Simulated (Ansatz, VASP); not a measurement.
**SiNi3: VASP beside Ansatz**

```xyz
4
Lattice="3.5420 0.0000 0.0000 0.0000 3.5420 0.0000 0.0000 0.0000 3.5420" Properties=species:S:1:pos:R:3 pbc="T T T"
Ni    1.7710    1.7710    0.0000
Ni    1.7710    0.0000    1.7710
Ni    0.0000    1.7710    1.7710
Si    0.0000    0.0000    0.0000
```

Alike in both runs: functional revPBE; k mesh 4 × 4 × 4; occupations fermi-dirac, width 0.05 eV; collinear spin.

```csv
,VASP,Ansatz
version,VASP 6.6.1,Ansatz 0.2.0
potentials or method,"VASP PAW PBE potentials, release 64 (Ni, Si)",Ansatz PAW
plane-wave cutoff (eV),520,420
valence electrons in the cell,34,58
task,single point,band structure
```

```csv
,VASP,Ansatz,Ansatz less VASP
gap on the k mesh at the Fermi level (eV),none,none,-
pressure (GPa),-2.6,-2.6,-0.02
net moment per atom (μB),0.00,0.00,0.000
```

VASP's potentials were made for PBE, not for revPBE. A gap of «none» marks a metal or a gap that the smearing closes. VASP's potentials hold 34 valence electrons a cell and Ansatz's 58, so a difference there can come from the potentials and not from the codes.

The k mesh is coarse, so the values compare programs but aren't converged.
